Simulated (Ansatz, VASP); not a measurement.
# Two plane-wave programs on PbSe

```
Pb Se
1.0
     0.00000    3.08870    3.08870
     3.08870    0.00000    3.08870
     3.08870    3.08870    0.00000
Pb Se
1 1
Direct
  0.00000 0.00000 0.00000
  0.50000 0.50000 0.50000
```

Alike in both runs: task single point; functional PBE; k mesh 8 × 8 × 8; occupations fermi-dirac, width 0.02 eV; no spin polarisation.

|  | VASP | Ansatz |
| --- | --- | --- |
| version | VASP 6.6.1 | Ansatz 0.2.0 |
| potentials or method | VASP PAW PBE potentials, release 64 (Pb_d, Se) | plane waves, PAW |
| plane-wave cutoff (eV) | 520 | 420 |
| valence electrons in the cell | 20 | 30 |

```csv
,VASP,Ansatz,Ansatz less VASP
pressure (GPa),0.9,0.9,+0.02
```

With one functional, cell and mesh, what is left measures potentials, basis and numerics. VASP's potentials hold 20 valence electrons a cell and Ansatz's 30, so a difference there can come from the potentials and not from the codes.

Spin-orbit coupling is off throughout.
